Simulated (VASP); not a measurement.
Write the native input for VASP 6.6.1 that does the following.

```yaml
Task: single point
Functional: PBE
Potentials_or_basis: VASP PAW PBE potentials, release 64 (Ir)
Cutoff: 520 eV
k_mesh: 18 × 18 × 10
Occupations: fermi-dirac, width 0.05 eV
Spin: no spin polarisation
Dipole_correction: no
Further_INCAR_settings: ALGO = Normal; EDIFF = 1e-06; NBANDS = 16
```

The structure of Ir lies in POSCAR:

```
Ir
1.0
    2.4494894704      0.0000000000      0.0000000000
   -1.2247447352      2.1213201077      0.0000000000
    0.0000000000      0.0000000000      3.9904139416
Ir
2
Direct
    0.3333333333      0.6666666667      0.2500000000
    0.6666666667      0.3333333333      0.7500000000
```

This isn't the form of Ir at room conditions, which is fcc.

These files were run (other wordings do the same):

INCAR

```
SYSTEM = Ir
ALGO = Normal
EDIFF = 1E-6
ENCUT = 520
GGA = PE
ISIF = 2
ISMEAR = -1
LASPH = .TRUE.
LCHARG = .FALSE.
LREAL = .FALSE.
LWAVE = .FALSE.
NBANDS = 16
NELM = 100
PREC = Accurate
SIGMA = 0.05
```

KPOINTS

```
k-points
0
G
  18 18 10
  0 0 0
```

Potentials or basis: VASP PAW PBE potentials, release 64 (Ir).

Command:

```bash
$ cat potpaw_PBE.64/Ir/POTCAR > POTCAR
$ mpirun -np 1 vasp_std > vasp.out
```

It gave:

| Property | Result |
| --- | --- |
| Pressure | 276.7 GPa |
| Band gap on the k mesh | zero (bands 9 and 10 overlap by 5.60 eV) |

Caveat: the cell stands under pressure; spin-orbit coupling is left out, which moves the levels of the heavy elements.

Run time: 68 s on 1 thread of Intel Xeon 8259CL, with other jobs on the host, peak memory 0.18 GiB.
